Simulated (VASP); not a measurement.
# W (Fm-3m) in VASP: elastic constants with LDA

Aim: the elastic constants of W with LDA.

Everything below comes from runs of VASP 6.6.1. Logs are shortened: lines on timing, memory, paths and dates and some standing lists are left out, and cuts for length are marked.

**1. The cell of the first run**

The structure is cubic, space group Fm-3m (No. 225). Conventional cell: a = 3.962 Å, b = 3.962 Å, c = 3.962 Å, α = 90.00°, β = 90.00°, γ = 90.00°. Within 3.7 Å of W (site symmetry m-3m) lie 12 W at 2.80 Å.

This isn't the form of W at room conditions, which is bcc.

**2. Elastic constants, LDA**

Input file INCAR:

```
SYSTEM = W
  ALGO = Fast
  EDIFF = 1E-8
  ENCUT = 600
  GGA = CA
  IBRION = 6
  ISIF = 3
  ISMEAR = -1
  LASPH = .True.
  LCHARG = .False.
  LREAL = .False.
  LWAVE = .False.
  NELM = 100
  NFREE = 2
  NSW = 1
  POTIM = 0.015
  PREC = Accurate
  SIGMA = 0.15
```

Input file KPOINTS:

```
k-points
0
Gamma
  20 20 20
  0 0 0
```

Input file POSCAR:

```
W
1.0
    0.0000000000      1.9808619931      1.9808619931
    1.9808619931      0.0000000000      1.9808619931
    1.9808619931      1.9808619931      0.0000000000
W
1
Direct
    0.0000000000      0.0000000000      0.0000000000
```

Potentials or basis: VASP PAW LDA potentials, release 64 (W_sv).

Run with:

```console
> cat potpaw_LDA.64/W_sv/POTCAR > POTCAR
> mpirun -np 1 vasp_std > vasp.out
```

OUTCAR:

```text
SYSTEM = W
   EDIFF = 1E-8
   ENCUT = 600
   GGA = CA
   IBRION = 6
   ISIF = 3
   ISMEAR = -1
   LASPH = .True.
   LREAL = .False.
   NELM = 100
   NFREE = 2
   NSW = 1
   POTIM = 0.015
   PREC = Accurate

 ion  position               nearest neighbor table
   1  0.000  0.000  0.000-

  LATTYP: Found a face centered cubic cell.
 ALAT       =     3.9617239862

  Lattice vectors:

 A1 = (   0.0000000000,   1.9808619931,   1.9808619931)
 A2 = (   1.9808619931,   0.0000000000,   1.9808619931)
 A3 = (   1.9808619931,   1.9808619931,   0.0000000000)

Analysis of symmetry for initial positions (statically):
=====================================================================
 Subroutine PRICEL returns:
 Original cell was already a primitive cell.

 Routine SETGRP: Setting up the symmetry group for a
 face centered cubic supercell.

 Subroutine GETGRP returns: Found 48 space group operations
 (whereof 48 operations were pure point group operations)
 out of a pool of 48 trial point group operations.

The static configuration has the point symmetry O_h .

Analysis of symmetry for dynamics (positions and initial velocities):
=====================================================================
 Subroutine PRICEL returns:
 Original cell was already a primitive cell.

 Routine SETGRP: Setting up the symmetry group for a
 face centered cubic supercell.

 Subroutine GETGRP returns: Found 48 space group operations
 (whereof 48 operations were pure point group operations)
 out of a pool of 48 trial point group operations.

The dynamic configuration has the point symmetry O_h .

 Subroutine INISYM returns: Found 48 space group operations
 (whereof 48 operations are pure point group operations),
 and found     1 'primitive' translations

----------------------------------------------------------------------------------------

                                     Primitive cell

  volume of cell :      15.5451

  direct lattice vectors                    reciprocal lattice vectors
     0.000000000  1.980861993  1.980861993    -0.252415363  0.252415363  0.252415363
     1.980861993  0.000000000  1.980861993     0.252415363 -0.252415363  0.252415363
     1.980861993  1.980861993  0.000000000     0.252415363  0.252415363 -0.252415363

  length of vectors
     2.801361896  2.801361896  2.801361896     0.437196234  0.437196234  0.437196234

  position of ions in fractional coordinates (direct lattice)
     0.000000000  0.000000000  0.000000000

  ion indices of the primitive-cell ions
   primitive index   ion index
                 1           1

----------------------------------------------------------------------------------------

 KPOINTS: k-points

Automatic generation of k-mesh.
 Grid dimensions read from file:
 generate k-points for:   20   20   20

 Generating k-lattice:

  Cartesian coordinates                     Fractional coordinates (reciprocal lattice)
    -0.012620768  0.012620768  0.012620768     0.050000000  0.000000000  0.000000000
     0.012620768 -0.012620768  0.012620768     0.000000000  0.050000000  0.000000000
[... 98 lines left out ...]

 number of electron      13.9999998 magnetization

 Free energy of the ion-electron system (eV)
  ---------------------------------------------------
  ext. energy  EPLUGINS =         0.00000000
  ---------------------------------------------------
  free energy    TOTEN  =       -13.65083870 eV

  energy without entropy =      -13.56818837  energy(sigma->0) =      -13.60951353

------------------------ aborting loop because EDIFF is reached ----------------------------------------

  FORCE on cell =-STRESS in cart. coord.  units (eV):
  Direction    XX          YY          ZZ          XY          YZ          ZX
  --------------------------------------------------------------------------------------
  -------------------------------------------------------------------------------------
  Total        0.4817084      0.4817084      0.4817084     -0.0000000      0.0000000      0.0000000
  in kB       49.6480428     49.6480428     49.6480428     -0.0000000      0.0000000      0.0000000
  external PRESSURE =      49.6480428 kB  Pullay stress =       0.0000000 kB
[... 86 lines left out ...]
  FREE ENERGIE OF THE ION-ELECTRON SYSTEM (eV)
  ---------------------------------------------------
  free  energy   TOTEN  =       -13.6420431683 eV

  energy  without entropy=      -13.5616103737  energy(sigma->0) =      -13.60182677

[... ionic steps 4 to 12 ...]

--------------------------------------- Ionic step       13  -------------------------------------------

 number of electron      13.9999999 magnetization

------------------------ aborting loop because EDIFF is reached ----------------------------------------
[... 65 lines left out ...]
--------------------------------------- Ionic step       15  -------------------------------------------

 number of electron      13.9999999 magnetization

 Free energy of the ion-electron system (eV)
  ---------------------------------------------------
  ext. energy  EPLUGINS =         0.00000000
  ---------------------------------------------------
  free energy    TOTEN  =       -13.65083907 eV

  energy without entropy =      -13.56818880  energy(sigma->0) =      -13.60951394

 E-fermi :  11.1428     XC(G=0): -13.9271

 val. band max:       11.1343719954   @ k =   0.2000   0.1000   0.0000
 cond. band min:      11.1453688034   @ k =  -0.2500   0.1000   0.0000
 fundamental gap:      0.0109968080
 Fermi energy:        11.1428034670

 k-point     1 :       0.0000    0.0000    0.0000
  band No.  band energies     occupation
      1     -62.0003      2.00000
      2     -25.7995      2.00000
      3     -25.7995      2.00000
      4     -25.7995      2.00000
      5       1.9449      2.00000
      6      10.4678      1.97803
      7      10.4678      1.97803
      8      10.4678      1.97803
      9      13.8093      0.00000
     10      13.8093      0.00000
     11      24.0556      0.00000
[... 309 lines left out ...]
 k-point    24 :      -0.3500    0.0500    0.0000
  band No.  band energies     occupation
      1     -61.8818      2.00000
      2     -26.9748      2.00000
      3     -25.9941      2.00000
      4     -25.9463      2.00000
      5       5.2648      2.00000
      6      10.3453      1.99023
      7      10.4740      1.97711
      8      10.5439      1.96378
      9      14.9888      0.00000
     10      15.9531      0.00000
     11      23.0456      0.00000

 [... further k-points ...]

------------------------ aborting loop because EDIFF is reached ----------------------------------------

  FORCE on cell =-STRESS in cart. coord.  units (eV):
  Direction    XX          YY          ZZ          XY          YZ          ZX
  --------------------------------------------------------------------------------------
  -------------------------------------------------------------------------------------
  Total        0.4813579      0.4813579      0.4813579     -0.0000000      0.0000000      0.0000000
  in kB       49.6119168     49.6119168     49.6119168     -0.0000000      0.0000000      0.0000000
  external PRESSURE =      49.6119168 kB  Pullay stress =       0.0000000 kB
[... 16 lines left out ...]
  FREE ENERGIE OF THE ION-ELECTRON SYSTEM (eV)
  ---------------------------------------------------
  free  energy   TOTEN  =       -13.6508390748 eV

  energy  without entropy=      -13.5681887959  energy(sigma->0) =      -13.60951394

 INTERNAL STRAIN TENSORS FROM STRAINED CELLS
 ============================================

 INTERNAL STRAIN TENSOR FOR ION    1 for displacements in x,y,z  (eV/Angst):
          X           Y           Z          XY          YZ          ZX
  --------------------------------------------------------------------------------
  x     0.00000     0.00000    -0.00000    -0.00000     0.00000    -0.00000
  y    -0.00000     0.00000     0.00000    -0.00000     0.00000     0.00000
  z     0.00000    -0.00000    -0.00000     0.00000    -0.00000    -0.00000

 INTERNAL STRAIN TENSORS FROM DISPLACED ATOMS
 ============================================

 INTERNAL STRAIN TENSOR FOR ION    1 for displacements in x,y,z  (eV/Angst):
          X           Y           Z          XY          YZ          ZX
  --------------------------------------------------------------------------------
  x     0.00000     0.00000     0.00000     0.00000     0.00000     0.00000
  y     0.00000     0.00000     0.00000     0.00000     0.00000     0.00000
  z     0.00000     0.00000     0.00000     0.00000     0.00000     0.00000

 Eigenvectors and eigenvalues of the dynamical matrix
 ----------------------------------------------------

   1 f/i=    0.000000 THz     0.000000 2PiTHz    0.000000 cm-1     0.000000 meV
             X         Y         Z           dx          dy          dz
      0.000000  0.000000  0.000000     0.707107   -0.707107    0.000000

   2 f/i=    0.000000 THz     0.000000 2PiTHz    0.000000 cm-1     0.000000 meV
             X         Y         Z           dx          dy          dz
      0.000000  0.000000  0.000000    -0.707107   -0.707107    0.000000

   3 f/i=    0.000000 THz     0.000000 2PiTHz    0.000000 cm-1     0.000000 meV
             X         Y         Z           dx          dy          dz
      0.000000  0.000000  0.000000     0.000000    0.000000    1.000000

--------------------------------------------------------------------------------------------------------

 ELASTIC MODULI CONTR FROM IONIC RELAXATION (kBar)
 Direction    XX          YY          ZZ          XY          YZ          ZX
 --------------------------------------------------------------------------------
 XX           0.0000      0.0000      0.0000      0.0000      0.0000      0.0000
 YY           0.0000      0.0000      0.0000      0.0000      0.0000      0.0000
 ZZ           0.0000      0.0000      0.0000      0.0000      0.0000      0.0000
 XY           0.0000      0.0000      0.0000      0.0000      0.0000      0.0000
 YZ           0.0000      0.0000      0.0000      0.0000      0.0000      0.0000
 ZX           0.0000      0.0000      0.0000      0.0000      0.0000      0.0000
 --------------------------------------------------------------------------------

 TOTAL ELASTIC MODULI (kBar)
 Direction    XX          YY          ZZ          XY          YZ          ZX
 --------------------------------------------------------------------------------
 XX        1422.5963   4163.8021   4163.8021      0.0000     -0.0000     -0.0000
 YY        4163.8021   1422.5963   4163.8021     -0.0000      0.0000     -0.0000
 ZZ        4163.8021   4163.8021   1422.5963     -0.0000     -0.0000      0.0000
 XY           0.0000     -0.0000     -0.0000   -652.4794      0.0000      0.0000
 YZ          -0.0000      0.0000     -0.0000      0.0000   -652.4794      0.0000
 ZX          -0.0000     -0.0000      0.0000      0.0000      0.0000   -652.4794
 --------------------------------------------------------------------------------
```

Wall time 32 min (1 thread of Intel Xeon Platinum 8259CL at 2.50GHz (Skylake/Cascade Lake), shared host); peak memory 0.85 GiB.

Results:

```yaml
Elastic_constants_C11_C12_C44: 142, 416, -65 GPa
Voigt_bulk_modulus: 325 GPa
```

Elastic tensor in Voigt notation (GPa, in the Cartesian axes of the cell as first typed):
```
142 416 416   0   0   0
416 142 416   0   0   0
416 416 142   0   0   0
  0   0   0 -65   0   0
  0   0   0   0 -65   0
  0   0   0   0   0 -65
```

Clamped-ion elastic tensor (GPa):
```
142 416 416   0   0   0
416 142 416   0   0   0
416 416 142   0   0   0
  0   0   0 -65   0   0
  0   0   0   0 -65   0
  0   0   0   0   0 -65
```

Caveat: the cell is under stress, which shifts elastic constants; the elastic tensor has a negative eigenvalue, so either the cell is unstable as it stands or the mesh is too thin; spin-orbit coupling is left out, which moves the levels of the heavy elements.
